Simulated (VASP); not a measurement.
A run of VASP 6.6.1 is set up as follows.

File INCAR:

```
PREC = Accurate ; ENCUT = 520
EDIFF = 1E-6 ; ISMEAR = 0
SIGMA = 0.2 ; LREAL = F
LASPH = T ; NELM = 60
ALGO = Fast ; ISIF = 2
LWAVE = F ; LCHARG = T
GGA = PE ; LELF = T
LVHAR = T ; NBANDS = 50
```

Contents of KPOINTS:

```
Automatic mesh
0
Gamma
  4 4 2
```

POSCAR

```
Na4Au
1.0
    3.4807443000     -3.4807443000      3.4807443000
    3.4807443000      3.4807443000     -3.4807443000
    0.0000000000      6.9614886000      6.9614886000
Na Au
8 2
Direct
    0.2500000000      0.2500000000      0.2500000000
    0.7500000000      0.7500000000      0.7500000000
    1.0000000000      0.5000000000      1.0000000000
    0.5000000000      0.0000000000      0.5000000000
    0.5000000000      1.0000000000      0.0000000000
    0.0000000000      0.5000000000      0.5000000000
    0.7500000000      0.7500000000      0.2500000000
    0.2500000000      0.2500000000      0.7500000000
    0.0000000000      0.0000000000      0.0000000000
    0.5000000000      0.5000000000      0.5000000000
```

Potentials or basis: VASP PAW PBE potentials, release 64 (Na_pv, Au).

Command:

```sh
$ cat potpaw_PBE.64/Na_pv/POTCAR potpaw_PBE.64/Au/POTCAR > POTCAR
$ mpirun -np 1 vasp_std > vasp.out
```

Question: What does it give for the band gap on the k mesh?

Answer: Zero (bands 39 and 40 overlap by 1.93 eV).

Question: What does it give for the pressure?

Answer: -0.1 GPa.

Caveat: spin-orbit coupling is left out, which moves the levels of the heavy elements.
